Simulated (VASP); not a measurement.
Input of a VASP 6.6.1 run:

INCAR

```
SYSTEM = Te
PREC = Accurate
ENCUT = 400
EDIFF = 1E-6
ISMEAR = 0
SIGMA = 0.1
LREAL = .False.
LASPH = .True.
NELM = 120
ALGO = Normal
ISIF = 2
LWAVE = .False.
LCHARG = .False.
GGA = PS
NBANDS = 9
GGA_COMPAT = .False.
```

Contents of KPOINTS:

```
regular mesh
0
Gamma
  8 8 8
  0 0 0
```

File POSCAR:

```
Te
1.0
    0.0000000000      3.6570000000      3.6570000000
    3.6570000000      0.0000000000      3.6570000000
    3.6570000000      3.6570000000      0.0000000000
Te
1
Direct
    0.0000000000      0.0000000000      0.0000000000
```

Potentials or basis: VASP PAW PBE potentials, release 64 (Te).

Run with:

```console
$ cat potpaw_PBE.64/Te/POTCAR > POTCAR
$ mpirun -np 1 vasp_std > vasp.out
```

Question: What does it give for the pressure?

Answer: -2.1 GPa.

Question: Predict the band gap on the k mesh.

Answer: Zero (band 3 reaches -2.07 eV, above the bottom of band 4 at -2.48 eV).

Caveat: the PAW data sets were made with another functional, which shifts forces and pressure a little; spin-orbit coupling is left out, which moves the levels of the heavy elements.
